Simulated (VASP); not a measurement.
Here is a VASP 6.6.1 calculation.

The input INCAR:

```
ALGO = Normal ; EDIFF = 1E-6
EDIFFG = -0.005 ; ENCUT = 600
GGA = PE ; IBRION = 2
ISIF = 3 ; ISMEAR = 1
LASPH = T ; LCHARG = F
LREAL = F ; LWAVE = F
NELM = 80 ; NSW = 80
PREC = Accurate ; PSTRESS = 20.0
SIGMA = 0.1
```

Contents of KPOINTS:

```
k-points
0
Gamma
  14 14 14
```

File POSCAR:

```
Si
1.0
    2.6527301195     -0.0000000686     -0.0000001378
   -1.3384076623      2.2903366601     -0.0000001378
   -0.6571611091     -1.1451680875      2.3008056013
Si
1
Direct
    0.0000000000      0.0000000000      0.0000000000
```

Potentials or basis: VASP PAW PBE potentials, release 64 (Si).

Command:

```sh
$ cat potpaw_PBE.64/Si/POTCAR > POTCAR
$ mpirun -np 1 vasp_std > vasp.out
```

(1) Predict the space group after relaxing (to 0.05 Å).

(2) What does it give for the band gap on the k mesh?

(3) Estimate the relaxed volume.

(4) What does it give for the relaxed cell?

Answers

(1) I4/mmm (No. 139).

(2) zero (band 2 reaches 20.05 eV, above the bottom of band 3 at 7.09 eV).

(3) 14.17 Å³/atom.

(4) a = 2.666 Å, b = 2.666 Å, c = 2.666 Å, α = 104.21°, β = 104.21°, γ = 120.59°.

Caveat: the cell is relaxed towards a set pressure, so the enthalpy falls and the energy may rise.
